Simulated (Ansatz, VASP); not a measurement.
**BaTiO3 in VASP and in Ansatz**

INCAR

```
PREC = Accurate
ENCUT = 520
EDIFF = 1E-6
ISMEAR = 0
SIGMA = 0.05
LREAL = Auto
LASPH = True
NELM = 60
ALGO = Normal
ISIF = 2
LWAVE = False
LCHARG = False
GGA = PS
NBANDS = 73
```

File KPOINTS:

```
Automatic mesh
0
Gamma
  6 6 4
```

Contents of POSCAR:

```
BaTiO3
1.0
    5.6142412921      0.0000000000      0.0000000000
   -2.8071206461      4.8620755820      0.0000000000
    0.0000000000      0.0000000000      6.8760132293
Ba Ti O
3 3 9
Direct
    0.3333333333      0.6666666667      0.1666666667
    1.0000000000      1.0000000000      0.5000000000
    0.6666666667      0.3333333333      0.8333333333
    0.0000000000      0.0000000000      0.0000000000
    0.6666666667      0.3333333333      0.3333333333
    0.3333333333      0.6666666667      0.6666666667
    0.8333333333      0.1666666667      0.1666666667
    0.5000000000      0.5000000000      0.5000000000
    0.1666666667      0.8333333333      0.8333333333
    0.8333333333      0.6666666667      0.1666666667
    0.5000000000      1.0000000000      0.5000000000
    0.1666666667      0.3333333333      0.8333333333
    0.3333333333      0.1666666667      0.1666666667
    1.0000000000      0.5000000000      0.5000000000
    0.6666666667      0.8333333333      0.8333333333
```

Input for Ansatz:

```yaml
crystal:
  lattice:
    - [5.6142412921, 0.0, 0.0]
    - [-2.8071206461, 4.862075582, 0.0]
    - [0.0, 0.0, 6.8760132293]
  atoms:
    - { symbol: Ba, position: [0.3333333333, 0.6666666667, 0.1666666667] }
    - { symbol: Ba, position: [1.0, 1.0, 0.5] }
    - { symbol: Ba, position: [0.6666666667, 0.3333333333, 0.8333333333] }
    - { symbol: Ti, position: [0.0, 0.0, 0.0] }
    - { symbol: Ti, position: [0.6666666667, 0.3333333333, 0.3333333333] }
    - { symbol: Ti, position: [0.3333333333, 0.6666666667, 0.6666666667] }
    - { symbol: O, position: [0.8333333333, 0.1666666667, 0.1666666667] }
    - { symbol: O, position: [0.5, 0.5, 0.5] }
    - { symbol: O, position: [0.1666666667, 0.8333333333, 0.8333333333] }
    - { symbol: O, position: [0.8333333333, 0.6666666667, 0.1666666667] }
    - { symbol: O, position: [0.5, 1.0, 0.5] }
    - { symbol: O, position: [0.1666666667, 0.3333333333, 0.8333333333] }
    - { symbol: O, position: [0.3333333333, 0.1666666667, 0.1666666667] }
    - { symbol: O, position: [1.0, 0.5, 0.5] }
    - { symbol: O, position: [0.6666666667, 0.8333333333, 0.8333333333] }
basis:
  ecutwfc: 420
kpoints:
  mp_grid: { grid: [6, 6, 4] }
hamiltonian:
  xc: pbesol
scf:
  occupations: { method: gaussian, width: 0.05 }
output:
  forces: true
  stress: true
  eigenvalues: true
```

Alike in both runs: task single point; functional PBEsol; k mesh 6 × 6 × 4; occupations gaussian, width 0.05 eV; no spin polarisation.

```csv
,VASP,Ansatz
version,VASP 6.6.1,Ansatz 0.2.0
potentials or method,"VASP PAW PBE potentials, release 64 (Ba_sv, Ti_sv, O), cutoff 520 eV","scalar-relativistic, plane waves, PAW"
valence electrons in the cell,120,120
```

VASP gave:

* gap on the k mesh at the Fermi level (eV): 1.75
* least direct gap on the mesh (eV): 1.87
* pressure (GPa): 2.1

Question: What did Ansatz give for the same quantities?

Answer: gap on the k mesh at the Fermi level (eV): 1.82; least direct gap on the mesh (eV): 1.89; pressure (GPa): 0.0.

VASP's potentials were made for PBE, not for PBEsol.

Neither program's run includes spin-orbit coupling.
